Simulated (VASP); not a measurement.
Set up this calculation in VASP 6.6.1, as the native input.

```
Task                   : single point
Functional             : PBE
Potentials or basis    : VASP PAW PBE potentials, release 64 (Ge_d)
Cutoff                 : 520 eV
k mesh                 : 1 × 1 × 1, shifted
Occupations            : fermi-dirac, width 0.05 eV
Spin                   : no spin polarisation
Dipole correction      : no
Further INCAR settings : ALGO = Normal; EDIFF = 1e-06; NBANDS = 111; ISYM = 0
```

The structure of Ge lies in POSCAR:

```
Ge
1.0
    6.6784480000      0.0216250000     -0.1503050000
    0.0216250000      7.0326220000     -0.1691540000
   -0.1503050000     -0.1691540000      6.8752970000
Ge
14
Direct
    0.1500231563      0.8430957224      0.9364944153
    0.5335515361      0.2201667773      0.8203871854
    0.6672020225      0.9154762918      0.6384830032
   -0.0312140177      0.1547509200      0.5300242468
    0.4169383796      0.0906271957      0.1456312179
    0.9046984403      0.1944335738      0.9002502606
    0.0347447369      0.5337267435      0.7628539278
    0.9745051342      0.5411044526      0.3588786022
    0.4475130006      0.5080330945      0.6176808466
    0.1586287187      0.3743145207      0.1134107353
    0.2446677248      0.8782094415      0.5589698048
    0.5333619255      0.7412694614      0.3253773122
    0.6840364283      0.3155242589      0.3546184675
    0.7649763574      0.8726779040      0.0044541682
```

The input as run:

INCAR

```
SYSTEM = Ge
  PREC = Accurate
  ENCUT = 520
  EDIFF = 1E-6
  ISMEAR = -1
  SIGMA = 0.05
  LREAL = .False.
  LASPH = .True.
  NELM = 100
  ALGO = Normal
  ISIF = 2
  LWAVE = .False.
  LCHARG = .False.
  GGA = PE
  NBANDS = 111
  ISYM = 0
```

KPOINTS

```
Automatic mesh
0
Gamma
  1 1 1
  0.25 0.25 0.25
```

Potentials or basis: VASP PAW PBE potentials, release 64 (Ge_d).

The run is started by

```sh
$ cat potpaw_PBE.64/Ge_d/POTCAR > POTCAR
$ mpirun -np 1 vasp_std > vasp.out
```

It gave:

| Quantity | Value |
| --- | --- |
| Pressure | -0.7 GPa |
| Largest force | 1.187 eV/Å |
| Band gap on the k mesh | 0.87 eV |

Caveat: the k points lie up to 0.94 Å⁻¹ apart.

Run time: 74 s on 1 thread of Intel Xeon 6975P-C (shared host), peak memory 0.36 GiB.
